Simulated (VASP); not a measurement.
CaC, 4 atoms in the cell. It takes space group Cmcm (No. 63, orthorhombic). Conventional cell: a = 3.982 Å, b = 10.103 Å, c = 3.856 Å, α = 90.00°, β = 90.00°, γ = 90.00°. Ca (site symmetry m2m) has 7 C at 2.82 to 2.99 Å and 6 Ca at 3.39 to 3.58 Å within 3.7 Å. Within 3.4 Å of C (site symmetry m2m) lie 2 C at 2.56 Å and 7 Ca at 2.82 to 2.99 Å. 

* Program: VASP 6.6.1
* Task: relaxation of cell and atoms
* Functional: PBE
* Potentials or basis: VASP PAW PBE potentials, release 64 (Ca_sv, C)
* Cutoff: 600 eV
* k mesh: 6 × 6 × 4
* Occupations: gaussian, width 0.1 eV
* Spin: no spin polarisation
* Dipole correction: no
* Further INCAR settings: ALGO = Normal; EDIFF = 1e-06; IBRION = 2; EDIFFG = -0.04; NSW = 90; ISIF = 3

Potentials or basis: VASP PAW PBE potentials, release 64 (Ca_sv, C).

The run is started by

```sh
$ cat potpaw_PBE.64/Ca_sv/POTCAR potpaw_PBE.64/C/POTCAR > POTCAR
$ mpirun -np 1 vasp_std > vasp.out
```

Hardware: 1 thread of Oxide Virtual Turin-like Processor, on a shared host.

Estimate the wall time of this run.

It took 44 min on 1 thread of Oxide Virtual Turin-like Processor (shared host), peak memory 0.29 GiB. Counts: scf iterations 353, k points 39, ion steps 43.
